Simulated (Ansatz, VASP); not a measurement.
One calculation of Au, two programs

```
Au
1.0
    -1.62107    1.62107    1.62107
     1.62107   -1.62107    1.62107
     3.24215    3.24215    0.00000
Au
2
Direct
  0.06543 0.93457 0.00000
  0.43457 0.56543 0.50000
```

Change from the starting cell: mode 4 (9.3 1/cm) frozen in, largest displacement +0.300 Å.

Alike in both runs: task single point; functional PBEsol; k mesh 22 × 22 × 14; occupations gaussian, width 0.15 eV; no spin polarisation.

```csv
,VASP,Ansatz
version,VASP 6.6.1,Ansatz 0.2.0
potentials or method,"VASP PAW PBE potentials, release 64 (Au), cutoff 520 eV","scalar-relativistic, plane waves, PAW"
valence electrons in the cell,22,38
```

|  | VASP | Ansatz | Ansatz less VASP |
| --- | --- | --- | --- |
| gap on the k mesh at the Fermi level (eV) | none | none | - |
| pressure (GPa) | 1.2 | 1.5 | +0.28 |
| traceless stress, the component that is largest in VASP (GPa) | -1.67 | -1.68 | -0.012 |
| rms of the force components (eV/Å) | 0.076 | 0.077 | +0.0009 |

VASP's potentials were made for PBE, not for PBEsol. Atom by atom the forces differ by 0.001 eV/Å (rms over components). A gap of «none» marks a metal or a gap that the smearing closes. The functional is the same, so the differences come from potentials, cutoffs and numerics. VASP's potentials hold 22 valence electrons a cell and Ansatz's 38, so a difference there can come from the potentials and not from the codes.

Spin-orbit coupling is off throughout.
